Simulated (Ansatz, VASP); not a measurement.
Ga: VASP beside Ansatz

Contents of INCAR:

```
SYSTEM = Ga
ALGO = Normal ; EDIFF = 1E-8
ENCUT = 520 ; ISIF = 2
ISMEAR = -1 ; LASPH = .TRUE.
LCHARG = .FALSE. ; LEFG = .TRUE.
LREAL = .FALSE. ; LWAVE = .FALSE.
NBANDS = 12 ; NELM = 60
PREC = Accurate ; SIGMA = 0.05
```

The input KPOINTS:

```
k-points
0
G
  18 18 18
  0 0 0
```

Contents of POSCAR:

```
Ga
1.0
   -1.4070978150      1.4070978150      2.3491194872
    1.4070978150     -1.4070978150      2.3491194872
    1.4070978150      1.4070978150     -2.3491194872
Ga
1
Direct
    0.0000000000      0.0000000000      0.0000000000
```

Input for Ansatz:

```yaml
crystal:
  lattice:
    - [-1.407097815, 1.407097815, 2.3491194872]
    - [1.407097815, -1.407097815, 2.3491194872]
    - [1.407097815, 1.407097815, -2.3491194872]
  atoms:
    - { symbol: Ga, position: [0.0, 0.0, 0.0] }
kpoints:
  mp_grid: { grid: [18, 18, 18] }
scf:
  occupations: { method: fermi_dirac, width: 0.05 }
hamiltonian:
  xc: lda
  pseudopotentials: { kind: paw }
output:
  forces: true
  stress: true
  eigenvalues: true
  efg: { contact_densities: true }
```

Change from the starting cell: volume scaled by 1.05, PAW files.

Alike in both runs: task electric field gradients; functional LDA; k mesh 18 × 18 × 18; occupations fermi-dirac, width 0.05 eV; no spin polarisation.

|  | VASP | Ansatz |
| --- | --- | --- |
| version | VASP 6.6.1 | Ansatz 0.2.0 |
| potentials or method | VASP PAW LDA potentials, release 64 (Ga_d) | PAW with Ansatz's default frozen-core files, scalar-relativistic |
| plane-wave cutoff (eV) | 520 | 420 |
| valence electrons in the cell | 13 | 13 |

VASP gave:

| Item | Value |
| --- | --- |
| pressure (GPa) | -4.2 |
| traceless stress, the component that is largest in VASP (GPa) | -0.75 |
| size of Vzz on the site where it differs most (V/Å²) | 28.3 |

**Question.** Estimate Ansatz's values.

**Answer.** Pressure (GPa): -4.3; traceless stress, the component that is largest in VASP (GPa): -0.73; size of Vzz on the site where it differs most (V/Å²): 29.2.

LDA's correlation is that of Perdew and Zunger in VASP and of Perdew and Wang (1992) in Ansatz.
